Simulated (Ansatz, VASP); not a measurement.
**One calculation of P, two programs**

INCAR

```
PREC = Accurate ; ENCUT = 520
EDIFF = 1E-6 ; ISMEAR = 0
SIGMA = 0.05 ; LREAL = F
LASPH = T ; NELM = 100
ALGO = Normal ; ISIF = 2
LWAVE = F ; LCHARG = F
GGA = PS ; NBANDS = 18
```

KPOINTS

```
Automatic mesh
0
Gamma
  8 1 6
```

File POSCAR:

```
P
1.0
    3.2837277200      0.0000000000      0.0000000000
    0.0000000000     34.8570309900      0.0000000000
    0.0000000000      0.0000000000      4.5162825922
P
4
Direct
    0.0000000000      0.9702614300      0.5921507200
    0.0000000000      0.0297385700      0.4078492800
    0.5000000000      0.0297385700      0.0921507200
    0.5000000000      0.9702614300      0.9078492800
```

Input for Ansatz:

```yaml
crystal:
  lattice:
    - [3.28372772, 0.0, 0.0]
    - [0.0, 34.85703099, 0.0]
    - [0.0, 0.0, 4.5162825922]
  atoms:
    - { symbol: P, position: [0.0, 0.97026143, 0.59215072] }
    - { symbol: P, position: [0.0, 0.02973857, 0.40784928] }
    - { symbol: P, position: [0.5, 0.02973857, 0.09215072] }
    - { symbol: P, position: [0.5, 0.97026143, 0.90784928] }
basis:
  ecutwfc: 420
kpoints:
  mp_grid: { grid: [8, 1, 6] }
hamiltonian:
  xc: pbesol
scf:
  occupations: { method: gaussian, width: 0.05 }
output:
  forces: true
  stress: true
  eigenvalues: true
  write_density: true
  write_potential: true
  elf: true
  volumetric_format: npy
```

Change from the starting cell: strain +0.000 along x and y, -0.025 along z, atoms carried along.

Alike in both runs: task single point; functional PBEsol; k mesh 8 × 1 × 6; occupations gaussian, width 0.05 eV; no spin polarisation.

|  | VASP | Ansatz |
| --- | --- | --- |
| version | VASP 6.6.1 | Ansatz 0.2.0 |
| potentials or method | VASP PAW PBE potentials, release 64 (P), cutoff 520 eV | scalar-relativistic, plane waves, PAW |
| valence electrons in the cell | 20 | 20 |

|  | VASP | Ansatz | Ansatz less VASP |
| --- | --- | --- | --- |
| gap on the k mesh at the Fermi level (eV) | 0.75 | 0.74 | -0.011 |
| least direct gap on the mesh (eV) | 0.75 | 0.74 | -0.011 |
| rms of the force components (eV/Å) | 0.376 | 0.384 | +0.0086 |

VASP's potentials were made for PBE, not for PBEsol. Atom by atom the forces differ by 0.011 eV/Å (rms over components). The functional is the same, so the differences come from potentials, cutoffs and numerics.
